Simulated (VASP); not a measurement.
Runs of VASP 6.6.1 on WS. The structure is that of space group Fm-3m (No. 225), or close to it. The cells are those of the table. 

```csv
spin,cell,gap on the mesh (eV),pressure (GPa),moment (μB)
off,"a = 4.098 Å, angles 60.0°, 2 atoms",none,-22.9,-
"collinear, ferrimagnetic start","a = 3.878 Å, angles 60.0°, 2 atoms",none,-5.0,3.72
off,"a = 3.878 Å, angles 60.0°, 2 atoms",none,(a),-
off,"a = 3.589 Å, angles 60.0°, 2 atoms",none,-4.5,-
"collinear, ferromagnetic start","a = 3.878 Å, angles 60.0°, 2 atoms",none,-5.0,3.72
off,"a = 3.825 Å, angles 60.0°, 2 atoms",none,-17.7,-
```

Alike in all rows: task single point; level PBE+U; potentials or basis VASP PAW PBE potentials, release 64 (W_sv, S); W d U = 6.2 eV; k mesh 14 × 14 × 14; cutoff (eV) 520; smearing gaussian 0.1 eV.

Task: Fill in the values left out.

Result: (a) -19.5.

Caveats: spin-orbit coupling is left out, which moves the levels of the heavy elements; U without spin polarisation on a metal has little footing (some runs).

A k mesh can miss the band edges, and the runs leave out spin-orbit coupling on W.

A gap of «none» marks levels without a gap at the run's occupations.
